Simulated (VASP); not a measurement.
Here is a VASP 6.6.1 calculation.

The input INCAR:

```
PREC     = Accurate       # precision mode
ENCUT    = 520            # plane-wave cutoff, eV
EDIFF    = 1E-6           # SCF threshold, eV
ISMEAR   = 0              # smearing method
SIGMA    = 0.1            # smearing width, eV
LREAL    = False          # projectors in reciprocal space
LASPH    = True           # aspherical terms in the spheres
NELM     = 80             # most SCF steps
ALGO     = Normal         # electronic algorithm
ISIF     = 2              # what is computed and relaxed
LWAVE    = False          # write WAVECAR
LCHARG   = False          # write CHGCAR
GGA      = PE             # functional
NBANDS   = 26             # bands
```

File KPOINTS:

```
regular mesh
0
Gamma
  8 8 8
```

POSCAR

```
ZrAl2N3
1.0
   -1.6697703000      1.6697703000      7.0842354300
    1.6697703000     -1.6697703000      7.0842354300
    1.6697703000      1.6697703000     -7.0842354300
Zr Al N
1 2 3
Direct
    0.5000000000      0.5000000000      0.0000000000
    0.8333333300      0.8333333300      0.0000000000
    0.1666666700      0.1666666700      0.0000000000
    0.6666666700      0.6666666700      0.0000000000
    0.3333333300      0.3333333300      0.0000000000
    0.0000000000      0.0000000000      0.0000000000
```

Potentials or basis: VASP PAW PBE potentials, release 64 (Zr_sv, Al, N).

Launch:

```console
$ cat potpaw_PBE.64/Zr_sv/POTCAR potpaw_PBE.64/Al/POTCAR potpaw_PBE.64/N/POTCAR > POTCAR
$ mpirun -np 1 vasp_std > vasp.out
```

(1) Predict the largest force.

(2) Predict the band gap on the k mesh.

Results:

(1) 0.725 eV/Å.

(2) zero (an odd number of electrons rules out a gap without spin polarisation).

Caveat: the cell stands under tension.
